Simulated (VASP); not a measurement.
# Si (P6/mmm) in VASP: notebook

Si is run at these levels: PBE; tasks: single point.

Everything below comes from runs of VASP 6.6.1. Logs are shortened: lines on timing, memory, paths and dates and some standing lists are left out, and cuts for length are marked.

## 1. The cell of the first run

The structure is hexagonal, space group P6/mmm (No. 191). The conventional cell has a = 4.474 Å, b = 4.474 Å, c = 2.562 Å, α = 90.00°, β = 90.00°, γ = 120.00°. Si (site symmetry 6/mmm) has 14 Si at 2.56 to 2.88 Å within 3.4 Å. Within 3.4 Å of Si (site symmetry -6m2) lie 11 Si at 2.56 to 2.88 Å.

This isn't the form of Si at room conditions, which is diamond.

## 2. Single point, PBE

INCAR reads:

```
PREC     = Accurate       # precision mode
ENCUT    = 520            # plane-wave cutoff, eV
EDIFF    = 1E-6           # SCF threshold, eV
ISMEAR   = -1             # smearing method
SIGMA    = 0.1            # smearing width, eV
LREAL    = False          # projectors in reciprocal space
LASPH    = True           # aspherical terms in the spheres
NELM     = 80             # most SCF steps
ALGO     = Normal         # electronic algorithm
ISIF     = 2              # what is computed and relaxed
LWAVE    = False          # write WAVECAR
LCHARG   = False          # write CHGCAR
GGA      = PE             # functional
NBANDS   = 13             # bands
```

KPOINTS reads:

```
Automatic mesh
0
Gamma
  8 8 12
```

POSCAR reads:

```
Si
1.0
    4.4743545956      0.0000000000      0.0000000000
   -2.2371772978      3.8749047453      0.0000000000
    0.0000000000      0.0000000000      2.5622252265
Si
3
Direct
    1.0000000000      0.0000000000      0.0000000000
    0.3333333333      0.6666666667      0.5000000000
    0.6666666667      0.3333333333      0.5000000000
```

Potentials or basis: VASP PAW PBE potentials, release 64 (Si).

Command:

```console
$ cat potpaw_PBE.64/Si/POTCAR > POTCAR
$ mpirun -np 1 vasp_std > vasp.out
```

OUTCAR:

```text
PREC = Accurate
   ENCUT = 520
   EDIFF = 1E-6
   ISMEAR = -1
   LREAL = False
   LASPH = True
   NELM = 80
   ISIF = 2
   GGA = PE

 ion  position               nearest neighbor table
   1  0.000  0.000  0.000-   2 2.88   3 2.88   2 2.88   3 2.88   2 2.88   2 2.88   3 2.88   3 2.88
                             3 2.88   3 2.88   2 2.88   2 2.88
   2  0.333  0.667  0.500-   3 2.58   3 2.58   3 2.58   1 2.88   1 2.88   1 2.88   1 2.88   1 2.88
                             1 2.88
   3  0.667  0.333  0.500-   2 2.58   2 2.58   2 2.58   1 2.88   1 2.88   1 2.88   1 2.88   1 2.88
                             1 2.88

  LATTYP: Found a hexagonal cell.
 ALAT       =     4.4743545956
 C/A-ratio  =     0.5726468861

  Lattice vectors:

 A1 = (   4.4743545956,   0.0000000000,   0.0000000000)
 A2 = (  -2.2371772978,   3.8749047453,   0.0000000000)
 A3 = (   0.0000000000,   0.0000000000,   2.5622252265)

Analysis of symmetry for initial positions (statically):
=====================================================================
 Subroutine PRICEL returns:
 Original cell was already a primitive cell.

 Routine SETGRP: Setting up the symmetry group for a
 hexagonal supercell.

 Subroutine GETGRP returns: Found 24 space group operations
 (whereof 24 operations were pure point group operations)
 out of a pool of 24 trial point group operations.

The static configuration has the point symmetry D_6h.

Analysis of symmetry for dynamics (positions and initial velocities):
=====================================================================
 Subroutine PRICEL returns:
 Original cell was already a primitive cell.

 Routine SETGRP: Setting up the symmetry group for a
 hexagonal supercell.

 Subroutine GETGRP returns: Found 24 space group operations
 (whereof 24 operations were pure point group operations)
 out of a pool of 24 trial point group operations.

The dynamic configuration has the point symmetry D_6h.

 Subroutine INISYM returns: Found 24 space group operations
 (whereof 24 operations are pure point group operations),
 and found     1 'primitive' translations

----------------------------------------------------------------------------------------

                                     Primitive cell

  volume of cell :      44.4231

  direct lattice vectors                    reciprocal lattice vectors
     4.474354596  0.000000000  0.000000000     0.223495921  0.129035430  0.000000000
    -2.237177298  3.874904745  0.000000000     0.000000000  0.258070860  0.000000000
     0.000000000  0.000000000  2.562225226     0.000000000  0.000000000  0.390285752

  length of vectors
     4.474354596  4.474354596  2.562225226     0.258070860  0.258070860  0.390285752

  position of ions in fractional coordinates (direct lattice)
     0.000000000  0.000000000  0.000000000
     0.333333333  0.666666667  0.500000000
     0.666666667  0.333333333  0.500000000

  ion indices of the primitive-cell ions
   primitive index   ion index
                 1           1
                 2           2
                 3           3

----------------------------------------------------------------------------------------

 KPOINTS: Automatic mesh

Automatic generation of k-mesh.
 Grid dimensions read from file:
 generate k-points for:    8    8   12

 Generating k-lattice:

  Cartesian coordinates                     Fractional coordinates (reciprocal lattice)
     0.027936990  0.016129429  0.000000000     0.125000000 -0.000000000  0.000000000
     0.000000000  0.032258857  0.000000000     0.000000000  0.125000000  0.000000000
     0.000000000  0.000000000  0.032523813     0.000000000  0.000000000  0.083333333

  Length of vectors
     0.032258857  0.032258857  0.032523813

  Shift w.r.t. Gamma in fractional coordinates (k-lattice)
     0.000000000  0.000000000  0.000000000

 Subroutine IBZKPT returns following result:
 ===========================================

 Found     70 irreducible k-points:

 Following reciprocal coordinates:
            Coordinates               Weight
  0.000000  0.000000  0.000000      1.000000
  0.125000  0.000000  0.000000      6.000000
  0.250000  0.000000  0.000000      6.000000
  0.375000  0.000000  0.000000      6.000000
  0.500000  0.000000  0.000000      3.000000
  0.125000  0.125000  0.000000      6.000000
[... 16 lines left out ...]
  0.250000  0.000000  0.166667     12.000000
  0.375000  0.000000  0.166667     12.000000
 [... further k-points ...]
   k-points           NKPTS =     70   k-points in BZ     NKDIM =     70   number of bands    NBANDS=     13
   number of dos      NEDOS =    301   number of ions     NIONS =      3
   total plane-waves  NPLWV =  25920
   dimension x,y,z NGX =    36 NGY =   36 NGZ =   20
   dimension x,y,z NGXF=    72 NGYF=   72 NGZF=   40
   ions per type =               3
   NGX,Y,Z   is equivalent  to a cutoff of  13.38, 13.38, 12.98 a.u.
   NGXF,Y,Z  is equivalent  to a cutoff of  26.75, 26.75, 25.95 a.u.
 SYSTEM =  unknown system
   PREC   = accura    normal or accurate (medium, high low for compatibility)
   ISTART =      0    job   : 0-new  1-cont  2-samecut
   ICHARG =      2    charge: 1-file 2-atom 10-const
   ISPIN  =      1    spin polarized calculation?
   LNONCOLLINEAR =      F non collinear calculations
   LSORBIT =      F    spin-orbit coupling
   LASPH  =      T    aspherical Exc in radial PAW
   ENCUT  =  520.0 eV  38.22 Ry    6.18 a.u.   8.32  8.32  4.76*2*pi/ulx,y,z
   NELM   =     80;   NELMIN=  2; NELMDL= -5     # of ELM steps
   EDIFF  = 0.1E-05   stopping-criterion for ELM
   LREAL  =      F    real-space projection
   EDIFFG = 0.1E-04   stopping-criterion for IOM
   NSW    =      0    number of steps for IOM
   IBRION =     -1    ionic relax: 0-MD 1-quasi-New 2-CG
   NFREE  =      0    steps in history (QN), initial steepest desc. (CG)
   ISIF   =      2    stress and relaxation
   ISYM   =      2    0-nonsym 1-usesym 2-fastsym
   POTIM  = 0.5000    time-step for ionic-motion
   TEBEG  =    0.0;   TEEND  =   0.0 temperature during run
   PSTRESS=    0.0 pullay stress
   NELECT =      12.0000    total number of electrons
   NUPDOWN=      -1.0000    fix difference up-down
   EMIN   =  10.00;   EMAX   =-10.00  energy-range for DOS
   EFERMI =   0.00;   METHOD = LEGACY
   ISMEAR =    -1;   SIGMA  =   0.10  broadening in eV -4-tet -1-fermi 0-gaus
   EFERMI_NEDOS =   21; number of points for ismear=-14 and -15
   IALGO  =     38    algorithm
   IMIX   =      4    mixing-type and parameters
     AMIX     =   0.40;   BMIX     =  1.00
     AMIX_MAG =   1.60;   BMIX_MAG =  1.00
  volume/ion in A,a.u.               =      14.81        99.93
  Fermi-wavevector in a.u.,A,eV,Ry     =   1.058276  1.999852 15.237823  1.119948
  Thomas-Fermi vector in A             =   2.193580
   LORBIT       =      0    0 simple, 1 ext, 2 COOP (PROOUT), +10 PAW based schemes
   GGA     = PE    functional components
   LHFCALC =     F    Hartree Fock is set to
   AEXX    =    0.0000 exact exchange contribution
   IVDW    =     0    specifies the selected vdW correction
   LEPSILON=     F    determine dielectric tensor
   LRPA    =     F    only Hartree local field effects (RPA)
 non-spin polarized calculation
  energy-cutoff  :      520.00
  volume of cell :       44.42
 maximum number of plane-waves:      1221
 NGX is ok and might be reduce to    36
   NGX = 17   NGY = 17   NGZ =  9

 number of electron      11.9999999 magnetization

 Free energy of the ion-electron system (eV)
  ---------------------------------------------------
  ext. energy  EPLUGINS =         0.00000000
  ---------------------------------------------------
  free energy    TOTEN  =       -14.79220779 eV

  energy without entropy =      -14.74995035  energy(sigma->0) =      -14.77107907

 E-fermi :   9.6915     XC(G=0): -11.0902

 val. band max:        9.6799813182   @ k =   0.1250   0.0000   0.3333
 cond. band min:       9.7103056555   @ k =   0.3750   0.1250   0.1667
 fundamental gap:      0.0303243373
 Fermi energy:         9.6915192806

 k-point     1 :       0.0000    0.0000    0.0000
  band No.  band energies     occupation
      1      -4.3849      2.00000
      2       4.3155      2.00000
      3       4.5046      2.00000
      4       5.3867      2.00000
      5       5.3867      2.00000
      6       5.4640      2.00000
      7       5.4640      2.00000
      8      15.9377      0.00000
      9      17.3457      0.00000
     10      20.2674      0.00000
     11      20.2674      0.00000
     12      21.8278      0.00000
     13      22.1816      0.00000

 k-point     2 :       0.1250    0.0000    0.0000
  band No.  band energies     occupation
      1      -4.2339      2.00000
      2       2.8347      2.00000
      3       3.6701      2.00000
      4       4.4213      2.00000
      5       6.1202      2.00000
      6       6.7128      2.00000
      7       7.5761      2.00000
      8      16.0662      0.00000
      9      17.3205      0.00000
     10      18.7929      0.00000
     11      19.2016      0.00000
     12      21.6268      0.00000
     13      21.9062      0.00000

 k-point     3 :       0.2500    0.0000    0.0000
  band No.  band energies     occupation
      1      -3.7819      2.00000
      2       0.9672      2.00000
      3       2.9608      2.00000
      4       3.7039      2.00000
      5       7.6427      2.00000
      6       8.2784      2.00000
      7      10.2062      0.01157
      8      15.9671      0.00000
      9      16.4509      0.00000
     10      16.9604      0.00000
     11      18.0555      0.00000
     12      20.3809      0.00000
     13      21.5059      0.00000
[... 305 lines left out ...]
 k-point    23 :       0.2500    0.0000    0.1667
  band No.  band energies     occupation
      1      -3.1709      2.00000
      2       1.5647      2.00000
      3       3.5589      2.00000
      4       4.2795      2.00000
      5       8.1930      2.00000
      6       8.8357      1.99962
      7      10.7052      0.00008
      8      10.9987      0.00000
      9      15.5400      0.00000
     10      16.2389      0.00000
     11      16.9655      0.00000
     12      17.5259      0.00000
     13      19.4096      0.00000

 k-point    24 :       0.3750    0.0000    0.1667
  band No.  band energies     occupation
      1      -2.4221      2.00000
      2      -0.0460      2.00000
      3       3.1262      2.00000
      4       3.8495      2.00000
      5       9.9454      0.14643
      6      10.6508      0.00014
      7      11.6226      0.00000
      8      13.0297      0.00000
      9      14.2153      0.00000
     10      14.6517      0.00000
     11      14.9263      0.00000
     12      16.9652      0.00000
     13      18.5349      0.00000

 [... further k-points ...]

------------------------ aborting loop because EDIFF is reached ----------------------------------------

  FORCE on cell =-STRESS in cart. coord.  units (eV):
  Direction    XX          YY          ZZ          XY          YZ          ZX
  --------------------------------------------------------------------------------------
  -------------------------------------------------------------------------------------
  Total        0.0024180      0.0024180     -0.0039067      0.0000000      0.0000000      0.0000000
  in kB        0.0872095      0.0872095     -0.1408998      0.0000000      0.0000000      0.0000000
  external PRESSURE =       0.0111731 kB  Pullay stress =       0.0000000 kB

 VOLUME and BASIS-vectors are now :
 -----------------------------------------------------------------------------
  energy-cutoff  :      520.00
  volume of cell :       44.42
      direct lattice vectors                 reciprocal lattice vectors
     4.474354596  0.000000000  0.000000000     0.223495921  0.129035430  0.000000000
    -2.237177298  3.874904745  0.000000000     0.000000000  0.258070860  0.000000000
     0.000000000  0.000000000  2.562225226     0.000000000  0.000000000  0.390285752

 POSITION                                       TOTAL-FORCE (eV/Angst)
 -----------------------------------------------------------------------------------
      0.00000      0.00000      0.00000        -0.000000     -0.000000     -0.000000
     -0.00000      2.58327      1.28111        -0.000000      0.000000      0.000000
      2.23718      1.29163      1.28111         0.000000     -0.000000     -0.000000
 -----------------------------------------------------------------------------------
    total drift:                               -0.000000     -0.000000     -0.000000

  FREE ENERGIE OF THE ION-ELECTRON SYSTEM (eV)
  ---------------------------------------------------
  free  energy   TOTEN  =       -14.7922077873 eV

  energy  without entropy=      -14.7499503492  energy(sigma->0) =      -14.77107907
```

Wall time 17 s (1 thread of Intel Xeon Platinum 8559C (Emerald Rapids), shared host); peak memory 0.17 GiB.

What came out:

| Property | Result |
| --- | --- |
| Free energy | -14.7922 eV |
| Pressure | 0.0 GPa |
| Band gap on the k mesh | zero (bands 6 and 7 overlap by 6.41 eV) |

## 3. Single point, PBE (13.03 Å³/atom)

This run uses another cell than the first one, of 13.03 Å³/atom.

INCAR reads:

```
  PREC = Accurate
  ENCUT = 520
  EDIFF = 1E-7
  ISMEAR = -1
  SIGMA = 0.1
  LREAL = F
  LASPH = T
  NELM = 60
  ALGO = Normal
  ISIF = 2
  LWAVE = F
  LCHARG = T
  GGA = PE
  LELF = T
  LVHAR = T
  NBANDS = 13
```

KPOINTS reads:

```
Automatic mesh
0
Gamma
  9 9 14
```

POSCAR reads:

```
Si
1.0
    4.2877022914      0.0000000000      0.0000000000
   -2.1438511457      3.7132591082      0.0000000000
    0.0000000000      0.0000000000      2.4553393657
Si
3
Direct
    1.0000000000      0.0000000000      0.0000000000
    0.3333333333      0.6666666667      0.5000000000
    0.6666666667      0.3333333333      0.5000000000
```

Potentials or basis: VASP PAW PBE potentials, release 64 (Si).

Command:

```console
$ cat potpaw_PBE.64/Si/POTCAR > POTCAR
$ mpirun -np 1 vasp_std > vasp.out
```

Run time: 19 s. Hardware: 1 thread of Intel Xeon Platinum 8559C (Emerald Rapids), shared host; peak memory 0.16 GiB.

The run converged. Its results:

```
Free energy            : -14.5654 eV
Pressure               : 15.8 GPa
Band gap on the k mesh : zero (bands 6 and 7 overlap by 7.82 eV)
```

Stress tensor (GPa, compression positive):
```
13.60  0.00  0.00
 0.00 13.60  0.00
 0.00  0.00 20.23
```

Levels at points of the mesh, in eV from the Fermi level:
```
           k point  band 3  band 4  band 5  band 6  band 7  band 8  band 9  band 10
(0.00, 0.00, 0.00)   -5.17   -5.01   -5.01   -4.95   -4.95    6.91    7.93    12.11
(0.00, 0.00, 0.50)   -0.90   -0.65   -0.65   -0.41    0.69    0.69    0.83     0.83
```

Caveat: the cell stands under pressure.

## 4. Single point, PBE (13.62 Å³/atom)

This run uses another cell than the first one, of 13.62 Å³/atom.

INCAR reads:

```
PREC = Accurate
ENCUT = 520
EDIFF = 1E-6
ISMEAR = -1
SIGMA = 0.1
LREAL = False
LASPH = True
NELM = 60
ALGO = Normal
ISIF = 2
LWAVE = False
LCHARG = True
GGA = PE
LELF = True
LVHAR = True
NBANDS = 13
```

KPOINTS reads:

```
regular mesh
0
Gamma
  9 9 14
```

POSCAR reads:

```
Si
1.0
    4.3517072842      0.0000000000      0.0000000000
   -2.1758536421      3.7686890580      0.0000000000
    0.0000000000      0.0000000000      2.4919916256
Si
3
Direct
    1.0000000000      0.0000000000      0.0000000000
    0.3333333333      0.6666666667      0.5000000000
    0.6666666667      0.3333333333      0.5000000000
```

Command:

```console
$ cat potpaw_PBE.64/Si/POTCAR > POTCAR
$ mpirun -np 1 vasp_std > vasp.out
```

Wall time 17 s (1 thread of Intel Xeon Platinum 8559C (Emerald Rapids), shared host); peak memory 0.17 GiB.

The run converged. Its results:

```yaml
Free_energy: -14.7035 eV
Pressure: 9.3 GPa
Band_gap_on_the_k_mesh: zero (bands 6 and 7 overlap by 7.52 eV)
```

Stress tensor (GPa, compression positive):
```
 7.66  0.00  0.00
 0.00  7.66  0.00
 0.00  0.00 12.60
```

Levels at points of the mesh, in eV from the Fermi level:
```tsv
k point	band 3	band 4	band 5	band 6	band 7	band 8	band 9	band 10
(0.00, 0.00, 0.00)	-5.20	-4.78	-4.78	-4.72	-4.72	6.65	7.80	11.53
(0.00, 0.00, 0.50)	-0.90	-0.62	-0.62	-0.53	0.68	0.81	0.81	0.85
```

Caveat: the cell stands under pressure.

## 5. Single point, PBE (14.22 Å³/atom)

This run uses another cell than the first one, of 14.22 Å³/atom.

INCAR reads:

```
ALGO = Normal
EDIFF = 1E-6
ENCUT = 520
GGA = PE
ISIF = 2
ISMEAR = -1
LASPH = T
LCHARG = F
LREAL = F
LWAVE = F
NBANDS = 13
NELM = 100
PREC = Accurate
SIGMA = 0.1
```

KPOINTS reads:

```
k-points
0
Gamma
  9 9 14
```

POSCAR reads:

```
Si
1.0
    4.4138829314      0.0000000000      0.0000000000
   -2.2069414657      3.8225347479      0.0000000000
    0.0000000000      0.0000000000      2.5275963163
Si
3
Direct
    1.0000000000      0.0000000000      0.0000000000
    0.3333333333      0.6666666667      0.5000000000
    0.6666666667      0.3333333333      0.5000000000
```

Command:

```console
$ cat potpaw_PBE.64/Si/POTCAR > POTCAR
$ mpirun -np 1 vasp_std > vasp.out
```

Run time: 21 s. Hardware: 1 thread of Intel Xeon Platinum 8559C (Emerald Rapids), shared host; peak memory 0.18 GiB.

It converged, with:

```yaml
Free_energy: -14.7769 eV
Pressure: 4.1 GPa
Band_gap_on_the_k_mesh: zero (bands 6 and 7 overlap by 7.23 eV)
```

Stress tensor (GPa, compression positive):
```
2.85 0.00 0.00
0.00 2.85 0.00
0.00 0.00 6.58
```

Levels at points of the mesh, in eV from the Fermi level:
```
           k point  band 3  band 4  band 5  band 6  band 7  band 8  band 9  band 10
(0.00, 0.00, 0.00)   -5.23   -4.58   -4.58   -4.51   -4.51    6.40    7.69    10.99
(0.00, 0.00, 0.50)   -0.88   -0.63   -0.60   -0.60    0.41    0.87    0.87     0.91
```

Caveat: the cell stands under pressure.

## 6. Summary

| cell | k mesh | gap on the mesh (eV) | pressure (GPa) |
| --- | --- | --- | --- |
| a = 4.474, b = 4.474, c = 2.562 Å, angles 90.0, 90.0, 120.0°, 3 atoms | 8 × 8 × 12 | none | 0.0 |
| a = 4.288, b = 4.288, c = 2.455 Å, angles 90.0, 90.0, 120.0°, 3 atoms | 9 × 9 × 14 | none | 15.8 |
| a = 4.352, b = 4.352, c = 2.492 Å, angles 90.0, 90.0, 120.0°, 3 atoms | 9 × 9 × 14 | none | 9.3 |
| a = 4.414, b = 4.414, c = 2.528 Å, angles 90.0, 90.0, 120.0°, 3 atoms | 9 × 9 × 14 | none | 4.1 |

Alike in all rows: task single point; level PBE; potentials or basis VASP PAW PBE potentials, release 64 (Si); no spin polarisation; cutoff (eV) 520; smearing fermi-dirac 0.1 eV.

Caveats: the cell stands under pressure (at least some runs).

Total energies depend on the potentials used, so only differences within one code and one set of settings carry meaning.
